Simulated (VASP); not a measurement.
# HfN in VASP: a series of runs

HfN is run at these levels: PBE; tasks: single point.

Everything below comes from runs of VASP 6.6.1. Logs are shortened: lines on timing, memory, paths and dates and some standing lists are left out, and cuts for length are marked.

### Step 1. The cell of the first run

The typed cell holds 2 atoms: a = 3.472 Å, b = 3.472 Å, c = 3.472 Å, α = 60.00°, β = 60.00°, γ = 60.00°.

### Step 2. Single point, PBE

Input file INCAR:

```
PREC = Accurate
ENCUT = 520
EDIFF = 1E-7
ISMEAR = 0
SIGMA = 0.1
LREAL = False
LASPH = True
NELM = 80
ALGO = Normal
ISIF = 2
LWAVE = False
LCHARG = False
GGA = PE
NBANDS = 14
```

Input file KPOINTS:

```
regular mesh
0
Gamma
  7 7 7
```

Input file POSCAR:

```
HfN
1.0
    0.0000000000      2.4548220000      2.4548220000
    2.4548220000      0.0000000000      2.4548220000
    2.4548220000      2.4548220000      0.0000000000
Hf N
1 1
Direct
   -0.0015310000     -0.0029430000     -0.0034000000
    0.2637830000      0.2428060000      0.2393630000
```

Potentials or basis: VASP PAW PBE potentials, release 64 (Hf_pv, N).

Command:

```sh
cat potpaw_PBE.64/Hf_pv/POTCAR potpaw_PBE.64/N/POTCAR > POTCAR
mpirun -np 1 vasp_std > vasp.out
```

OUTCAR:

```text
PREC = Accurate
   ENCUT = 520
   EDIFF = 1E-7
   ISMEAR = 0
   LREAL = False
   LASPH = True
   NELM = 80
   ISIF = 2
   GGA = PE

 ion  position               nearest neighbor table
   1  0.998  0.997  0.997-   2 2.08   2 2.14   2 2.14   2 2.15
   2  0.264  0.243  0.239-   1 2.08   1 2.14   1 2.14   1 2.15

  LATTYP: Found a face centered cubic cell.
 ALAT       =     4.9096440000

  Lattice vectors:

 A1 = (   0.0000000000,   2.4548220000,   2.4548220000)
 A2 = (   2.4548220000,   0.0000000000,   2.4548220000)
 A3 = (   2.4548220000,   2.4548220000,   0.0000000000)

Analysis of symmetry for initial positions (statically):
=====================================================================
 Subroutine PRICEL returns:
 Original cell was already a primitive cell.

 Routine SETGRP: Setting up the symmetry group for a
 face centered cubic supercell.

 Subroutine GETGRP returns: Found  1 space group operations
 (whereof  1 operations were pure point group operations)
 out of a pool of 48 trial point group operations.

The static configuration has the point symmetry C_1 .

Analysis of symmetry for dynamics (positions and initial velocities):
=====================================================================
 Subroutine PRICEL returns:
 Original cell was already a primitive cell.

 Routine SETGRP: Setting up the symmetry group for a
 face centered cubic supercell.

 Subroutine GETGRP returns: Found  1 space group operations
 (whereof  1 operations were pure point group operations)
 out of a pool of 48 trial point group operations.

The dynamic configuration has the point symmetry C_1 .

 Subroutine INISYM returns: Found  1 space group operations
 (whereof  1 operations are pure point group operations),
 and found     1 'primitive' translations

----------------------------------------------------------------------------------------

                                     Primitive cell

  volume of cell :      29.5863

  direct lattice vectors                    reciprocal lattice vectors
     0.000000000  2.454822000  2.454822000    -0.203680756  0.203680756  0.203680756
     2.454822000  0.000000000  2.454822000     0.203680756 -0.203680756  0.203680756
     2.454822000  2.454822000  0.000000000     0.203680756  0.203680756 -0.203680756

  length of vectors
     3.471642566  3.471642566  3.471642566     0.352785417  0.352785417  0.352785417

  position of ions in fractional coordinates (direct lattice)
     0.998469000  0.997057000  0.996600000
     0.263783000  0.242806000  0.239363000

  ion indices of the primitive-cell ions
   primitive index   ion index
                 1           1
                 2           2

----------------------------------------------------------------------------------------

 KPOINTS: regular mesh

Automatic generation of k-mesh.
 Grid dimensions read from file:
 generate k-points for:    7    7    7

 Generating k-lattice:

  Cartesian coordinates                     Fractional coordinates (reciprocal lattice)
    -0.029097251  0.029097251  0.029097251     0.142857143  0.000000000  0.000000000
     0.029097251 -0.029097251  0.029097251     0.000000000  0.142857143  0.000000000
     0.029097251  0.029097251 -0.029097251     0.000000000  0.000000000  0.142857143

  Length of vectors
     0.050397917  0.050397917  0.050397917

  Shift w.r.t. Gamma in fractional coordinates (k-lattice)
     0.000000000  0.000000000  0.000000000

 Subroutine IBZKPT returns following result:
 ===========================================

 Found    172 irreducible k-points:

 Following reciprocal coordinates:
            Coordinates               Weight
  0.000000  0.000000  0.000000      1.000000
  0.142857  0.000000  0.000000      2.000000
  0.000000  0.142857  0.000000      2.000000
  0.000000  0.000000  0.142857      2.000000
  0.142857  0.142857  0.142857      2.000000
  0.285714  0.000000  0.000000      2.000000
[... 16 lines left out ...]
  0.142857 -0.142857 -0.142857      2.000000
  0.285714  0.285714  0.142857      2.000000
 [... further k-points ...]
   k-points           NKPTS =    172   k-points in BZ     NKDIM =    172   number of bands    NBANDS=     14
   number of dos      NEDOS =    301   number of ions     NIONS =      2
   total plane-waves  NPLWV =  21952
   dimension x,y,z NGX =    28 NGY =   28 NGZ =   28
   dimension x,y,z NGXF=    56 NGYF=   56 NGZF=   56
   ions per type =               1   1
   NGX,Y,Z   is equivalent  to a cutoff of  13.41, 13.41, 13.41 a.u.
   NGXF,Y,Z  is equivalent  to a cutoff of  26.82, 26.82, 26.82 a.u.
 SYSTEM =  unknown system
   PREC   = accura    normal or accurate (medium, high low for compatibility)
   ISTART =      0    job   : 0-new  1-cont  2-samecut
   ICHARG =      2    charge: 1-file 2-atom 10-const
   ISPIN  =      1    spin polarized calculation?
   LNONCOLLINEAR =      F non collinear calculations
   LSORBIT =      F    spin-orbit coupling
   LASPH  =      T    aspherical Exc in radial PAW
   ENCUT  =  520.0 eV  38.22 Ry    6.18 a.u.   6.45  6.45  6.45*2*pi/ulx,y,z
   NELM   =     80;   NELMIN=  2; NELMDL= -5     # of ELM steps
   EDIFF  = 0.1E-06   stopping-criterion for ELM
   LREAL  =      F    real-space projection
   EDIFFG = 0.1E-05   stopping-criterion for IOM
   NSW    =      0    number of steps for IOM
   IBRION =     -1    ionic relax: 0-MD 1-quasi-New 2-CG
   NFREE  =      0    steps in history (QN), initial steepest desc. (CG)
   ISIF   =      2    stress and relaxation
   ISYM   =      2    0-nonsym 1-usesym 2-fastsym
   POTIM  = 0.5000    time-step for ionic-motion
   TEBEG  =    0.0;   TEEND  =   0.0 temperature during run
   PSTRESS=    0.0 pullay stress
   NELECT =      15.0000    total number of electrons
   NUPDOWN=      -1.0000    fix difference up-down
   EMIN   =  10.00;   EMAX   =-10.00  energy-range for DOS
   EFERMI =   0.00;   METHOD = LEGACY
   ISMEAR =     0;   SIGMA  =   0.10  broadening in eV -4-tet -1-fermi 0-gaus
   EFERMI_NEDOS =   21; number of points for ismear=-14 and -15
   IALGO  =     38    algorithm
   IMIX   =      4    mixing-type and parameters
     AMIX     =   0.40;   BMIX     =  1.00
     AMIX_MAG =   1.60;   BMIX_MAG =  1.00
  volume/ion in A,a.u.               =      14.79        99.83
  Fermi-wavevector in a.u.,A,eV,Ry     =   1.305395  2.466839 23.185087  1.704056
  Thomas-Fermi vector in A             =   2.436267
   LORBIT       =      0    0 simple, 1 ext, 2 COOP (PROOUT), +10 PAW based schemes
   GGA     = PE    functional components
   LHFCALC =     F    Hartree Fock is set to
   AEXX    =    0.0000 exact exchange contribution
   IVDW    =     0    specifies the selected vdW correction
   LEPSILON=     F    determine dielectric tensor
   LRPA    =     F    only Hartree local field effects (RPA)
 non-spin polarized calculation
 Gauss-broadening in eV      SIGMA  =   0.10
  energy-cutoff  :      520.00
  volume of cell :       29.59
 maximum number of plane-waves:       821
 NGX is ok and might be reduce to    28
   NGX = 13   NGY = 13   NGZ = 13

 number of electron      15.0000000 magnetization

 Free energy of the ion-electron system (eV)
  ---------------------------------------------------
  ext. energy  EPLUGINS =         0.00000000
  ---------------------------------------------------
  free energy    TOTEN  =       -21.20184368 eV

  energy without entropy =      -21.19889870  energy(sigma->0) =      -21.20037119

 E-fermi :   5.7956     XC(G=0): -11.2179

 val. band max:        5.7924800181   @ k =   0.2857   0.0000  -0.2857
 cond. band min:       5.9117913384   @ k =   0.4286   0.2857   0.1429
 fundamental gap:      0.1193113204
 Fermi energy:         5.7956050243

 k-point     1 :       0.0000    0.0000    0.0000
  band No.  band energies     occupation
      1     -25.3506      2.00000
      2     -25.3454      2.00000
      3     -25.3453      2.00000
      4     -10.3932      2.00000
      5       0.2509      2.00000
      6       0.3464      2.00000
      7       0.3640      2.00000
      8       5.0420      2.00000
      9       8.0182      0.00000
     10       8.0192      0.00000
     11      12.1776      0.00000
     12      12.2485      0.00000
     13      12.6666      0.00000
     14      18.0752      0.00000

 k-point     2 :       0.1429    0.0000    0.0000
  band No.  band energies     occupation
      1     -25.4456      2.00000
      2     -25.3575      2.00000
      3     -25.3573      2.00000
      4     -10.1525      2.00000
      5      -0.1054      2.00000
      6       0.5028      2.00000
      7       0.5151      2.00000
      8       6.0054      0.00301
      9       7.7119      0.00000
     10       7.7146      0.00000
     11      12.1457      0.00000
     12      12.5732      0.00000
     13      12.6238      0.00000
     14      16.4627      0.00000

 k-point     3 :       0.0000    0.1429    0.0000
  band No.  band energies     occupation
      1     -25.4374      2.00000
      2     -25.3620      2.00000
      3     -25.3567      2.00000
      4     -10.1694      2.00000
      5      -0.0346      2.00000
      6       0.4159      2.00000
      7       0.4784      2.00000
      8       6.0389      0.00058
      9       7.7505      0.00000
     10       7.7634      0.00000
     11      11.7930      0.00000
     12      12.6152      0.00000
     13      12.9283      0.00000
     14      16.6840      0.00000
[... 324 lines left out ...]
 k-point    23 :       0.1429   -0.1429   -0.1429
  band No.  band energies     occupation
      1     -25.5980      2.00000
      2     -25.4061      2.00000
      3     -25.4028      2.00000
      4      -9.6728      2.00000
      5      -0.5570      2.00000
      6       0.8406      2.00000
      7       0.9702      2.00000
      8       6.2659      0.00000
      9       7.7496      0.00000
     10       8.4114      0.00000
     11      11.6107      0.00000
     12      12.0699      0.00000
     13      12.8965      0.00000
     14      15.3136      0.00000

 k-point    24 :       0.2857    0.2857    0.1429
  band No.  band energies     occupation
      1     -25.5888      2.00000
      2     -25.4099      2.00000
      3     -25.4021      2.00000
      4      -9.6980      2.00000
      5      -0.5449      2.00000
      6       0.8381      2.00000
      7       0.8803      2.00000
      8       6.3222      0.00000
      9       7.8100      0.00000
     10       8.4472      0.00000
     11      11.4675      0.00000
     12      12.3161      0.00000
     13      12.8837      0.00000
     14      15.3435      0.00000

 [... further k-points ...]

------------------------ aborting loop because EDIFF is reached ----------------------------------------

  FORCE on cell =-STRESS in cart. coord.  units (eV):
  Direction    XX          YY          ZZ          XY          YZ          ZX
  --------------------------------------------------------------------------------------
  -------------------------------------------------------------------------------------
  Total       -0.0370292     -0.0240928     -0.0356036     -0.3167442      0.3271959     -0.2461529
  in kB       -2.0052338     -1.3046900     -1.9280321    -17.1525730     17.7185604    -13.3298592
  external PRESSURE =      -1.7459853 kB  Pullay stress =       0.0000000 kB

 VOLUME and BASIS-vectors are now :
 -----------------------------------------------------------------------------
  energy-cutoff  :      520.00
  volume of cell :       29.59
      direct lattice vectors                 reciprocal lattice vectors
     0.000000000  2.454822000  2.454822000    -0.203680756  0.203680756  0.203680756
     2.454822000  0.000000000  2.454822000     0.203680756 -0.203680756  0.203680756
     2.454822000  2.454822000  0.000000000     0.203680756  0.203680756 -0.203680756

 POSITION                                       TOTAL-FORCE (eV/Angst)
 -----------------------------------------------------------------------------------
      4.89407      4.89754      4.89866        -0.351286      0.270085      0.340591
      1.18364      1.23513      1.24359         0.351286     -0.270085     -0.340591
 -----------------------------------------------------------------------------------
    total drift:                                0.000005     -0.000038     -0.000021

  FREE ENERGIE OF THE ION-ELECTRON SYSTEM (eV)
  ---------------------------------------------------
  free  energy   TOTEN  =       -21.2018436767 eV

  energy  without entropy=      -21.1988987017  energy(sigma->0) =      -21.20037119
```

Wall time 1.7 min (1 thread of Intel Xeon 8259CL, shared host); peak memory 0.21 GiB.

Results:

```yaml
Free_energy: -21.2018 eV
Pressure: -0.2 GPa
Largest_force: 0.559 eV/Å
Band_gap_on_the_k_mesh: zero (an odd number of electrons rules out a gap without spin polarisation)
```

Forces in eV/Å, atoms in the order of the input:
```
Hf  -0.351  0.270  0.341
N    0.351 -0.270 -0.341
```

Levels at points of the mesh, in eV from the Fermi level:
| k point | band 6 | band 7 | band 8 | band 9 | band 10 | band 11 |
| --- | --- | --- | --- | --- | --- | --- |
| (0.00, 0.00, 0.00) | -5.45 | -5.43 | -0.75 | 2.22 | 2.22 | 6.38 |

Caveat: spin-orbit coupling is left out, which moves the levels of the heavy elements.

### Step 3. Single point, PBE, non-collinear spin, zero start, spin-orbit coupling

Input file INCAR:

```
PREC     = Accurate       # precision mode
ENCUT    = 520            # plane-wave cutoff, eV
EDIFF    = 1E-6           # SCF threshold, eV
ISMEAR   = 1              # smearing method
SIGMA    = 0.1            # smearing width, eV
LREAL    = False          # projectors in reciprocal space
LASPH    = True           # aspherical terms in the spheres
NELM     = 150            # most SCF steps
ALGO     = Normal         # electronic algorithm
ISIF     = 2              # what is computed and relaxed
LWAVE    = False          # write WAVECAR
LCHARG   = True           # write CHGCAR
MAGMOM   = 0 0 0 0 0 0    # initial moments
LORBIT   = 11             # projections on sites
LSORBIT  = True           # spin-orbit coupling
GGA_COMPAT= False        
LORBMOM  = True         
LMAXMIX  = 4              # l up to which the mixer works
GGA      = PE             # functional
LVHAR    = True         
NBANDS   = 27             # bands
```

Input file KPOINTS:

```
regular mesh
0
Gamma
  8 8 8
```

Input file POSCAR:

```
HfN
1.0
    0.0000000000      2.4548220000      2.4548220000
    2.4548220000      0.0000000000      2.4548220000
    2.4548220000      2.4548220000      0.0000000000
Hf N
1 1
Direct
    0.0000000000      0.0000000000      0.0000000000
    0.2500000000      0.2500000000      0.2500000000
```

Potentials or basis: VASP PAW PBE potentials, release 64 (Hf_pv, N).

Command:

```sh
cat potpaw_PBE.64/Hf_pv/POTCAR potpaw_PBE.64/N/POTCAR > POTCAR
mpirun -np 1 vasp_ncl > vasp.out
```

It took 3.5 min on 1 thread of Intel Xeon 8259CL, shared host; peak memory 0.27 GiB.

Results (log left out):

| Property | Result |
| --- | --- |
| Free energy | -21.8796 eV |
| Pressure | -0.6 GPa |
| Net moment | 0.00 μB per cell |
| Valence electrons inside the program's atomic spheres | Hf 8.61; N 3.76 |

Moments on the atoms (μB; x, y, z):
```
Hf  0.00 0.00 0.00
N   0.00 0.00 0.00
```
